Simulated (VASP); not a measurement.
A run of VASP 6.6.1 is set up as follows.

The input INCAR:

```
  PREC = Accurate
  ENCUT = 600
  EDIFF = 1E-6
  ISMEAR = 0
  SIGMA = 0.2
  LREAL = F
  LASPH = T
  NELM = 150
  ALGO = Normal
  ISIF = 3
  LWAVE = F
  LCHARG = F
  ISPIN = 2
  MAGMOM = 0 4 4 4 0
  LORBIT = 11
  LMAXMIX = 4
  GGA = PE
  IBRION = 2
  NSW = 36
  EDIFFG = -0.08
```

Contents of KPOINTS:

```
regular mesh
0
Gamma
  4 4 4
```

File POSCAR:

```
MgFe3O
1.0
    2.6587941900      1.5350555400      2.7769212300
   -2.6587941900      1.5350555400      2.7769212300
    0.0000000000     -3.0701110800      2.7769212300
Mg Fe O
1 3 1
Direct
    0.0000000000      0.0000000000      0.0000000000
    0.5000000000      0.5000000000      0.0000000000
    0.0000000000      0.5000000000      0.5000000000
    0.5000000000      0.0000000000      0.5000000000
    0.5000000000      0.5000000000      0.5000000000
```

Potentials or basis: VASP PAW PBE potentials, release 64 (Mg, Fe, O).

Launch:

```console
$ cat potpaw_PBE.64/Mg/POTCAR potpaw_PBE.64/Fe/POTCAR potpaw_PBE.64/O/POTCAR > POTCAR
$ mpirun -np 1 vasp_std > vasp.out
```

Q: Predict the space group after relaxing (to 0.05 Å).

A: Pm-3m (No. 221).

Q: What does it give for the relaxed volume?

A: 11.85 Å³/atom.

Q: What does it give for the site moments?

A: Mg -0.06; Fe +2.19; O +0.06 μB.

Q: Estimate the relaxed cell.

A: a = 3.899 Å, b = 3.899 Å, c = 3.899 Å, α = 90.04°, β = 90.04°, γ = 90.04°.

Final structure:
```cif
data_structure
_symmetry_space_group_name_H-M 'P 1'
_symmetry_Int_Tables_number 1
_cell_length_a 3.8985
_cell_length_b 3.8985
_cell_length_c 3.8985
_cell_angle_alpha 90.040
_cell_angle_beta 90.040
_cell_angle_gamma 90.040
_cell_volume 59.25
loop_
_atom_site_label
_atom_site_type_symbol
_atom_site_fract_x
_atom_site_fract_y
_atom_site_fract_z
_atom_site_occupancy
Mg1 Mg 0.00000 0.00000 0.00000 1
Fe1 Fe 0.50000 0.50000 0.00000 1
Fe2 Fe 0.00000 0.50000 0.50000 1
Fe3 Fe 0.50000 0.00000 0.50000 1
O1 O 0.50000 0.50000 0.50000 1
```

Caveat: the k points lie up to 0.40 Å⁻¹ apart in the final cell.
